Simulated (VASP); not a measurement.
Set up this calculation in VASP 6.6.1, as the native input.

| Property | Result |
| --- | --- |
| Task | single point |
| Functional | PBE |
| Potentials or basis | VASP PAW PBE potentials, release 64 (K_sv, F) |
| Cutoff | 520 eV |
| k mesh | 4 × 4 × 4 |
| Occupations | gaussian, width 0.01 eV |
| Spin | no spin polarisation |
| Dipole correction | no |
| Further INCAR settings | ALGO = Normal; EDIFF = 1e-06; NBANDS = 15 |

The structure of KF lies in POSCAR:

```
KF
1.0
   -0.0886320185      2.5703285369      2.5703285369
    2.5703285369     -0.0886320185      2.5703285369
    2.5703285369      2.5703285369     -0.0886320185
K F
1 1
Direct
    0.0000000000      0.0000000000      0.0000000000
    0.5000000000      0.5000000000      0.5000000000
```

This cell differs from its parent crystal: strain along [111] -5.0%.

These files were run (other wordings do the same):

INCAR

```
ALGO     = Normal         # electronic algorithm
EDIFF    = 1E-6           # SCF threshold, eV
ENCUT    = 520            # plane-wave cutoff, eV
GGA      = PE             # functional
ISIF     = 2              # what is computed and relaxed
ISMEAR   = 0              # smearing method
LASPH    = True           # aspherical terms in the spheres
LCHARG   = False          # write CHGCAR
LREAL    = False          # projectors in reciprocal space
LWAVE    = False          # write WAVECAR
NBANDS   = 15             # bands
NELM     = 100            # most SCF steps
PREC     = Accurate       # precision mode
SIGMA    = 0.01           # smearing width, eV
```

KPOINTS

```
k-points
0
Gamma
  4 4 4
```

Potentials or basis: VASP PAW PBE potentials, release 64 (K_sv, F).

Launch:

```sh
$ cat potpaw_PBE.64/K_sv/POTCAR potpaw_PBE.64/F/POTCAR > POTCAR
$ mpirun -np 1 vasp_std > vasp.out
```

Results of the run:

| Item | Value |
| --- | --- |
| Pressure | 4.1 GPa |
| Band gap on the k mesh | 6.48 eV, direct |

Caveat: the k points lie up to 0.51 Å⁻¹ apart; the cell differs from its parent crystal (strain along [111] -5.0%).

It took 4.1 s on 1 thread of Intel(R) Xeon(R) 6975P-C (Granite Rapids) (shared host), peak memory 0.15 GiB.
